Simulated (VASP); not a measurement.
A run of VASP 6.6.1 is set up as follows.

File INCAR:

```
PREC = Accurate
ENCUT = 520
EDIFF = 1E-6
ISMEAR = 0
SIGMA = 0.1
LREAL = False
LASPH = True
NELM = 100
ALGO = Normal
ISIF = 2
LWAVE = False
LCHARG = False
GGA = PE
NBANDS = 24
```

Contents of KPOINTS:

```
regular mesh
0
Gamma
  6 6 4
```

The input POSCAR:

```
BiH
1.0
    4.4282519600      0.0000000000      0.0000000000
   -2.2141259800      3.8349787000      0.0000000000
    0.0000000000      0.0000000000      4.7795040200
Bi H
2 2
Direct
    0.3333333300      0.6666666700      0.6815121700
    0.6666666700      0.3333333300      0.1815121700
    0.3333333300      0.6666666700      0.3528168400
    0.6666666700      0.3333333300      0.8528168400
```

Potentials or basis: VASP PAW PBE potentials, release 64 (Bi_d, H).

Run with:

```console
$ cat potpaw_PBE.64/Bi_d/POTCAR potpaw_PBE.64/H/POTCAR > POTCAR
$ mpirun -np 1 vasp_std > vasp.out
```

Problem. What does it give for the pressure?

Solution. 12.6 GPa.

Problem. Predict the band gap on the k mesh.

Solution. Zero (bands 16 and 17 overlap by 1.44 eV).

Stress tensor (GPa, compression positive):
```
 2.95  0.00  0.00
 0.00  2.95  0.00
 0.00  0.00 31.91
```

Caveat: the cell stands under pressure; spin-orbit coupling is left out, which moves the levels of the heavy elements; forces of over 1 eV/Å act on the atoms, so gaps and moduli don't describe the material at rest.
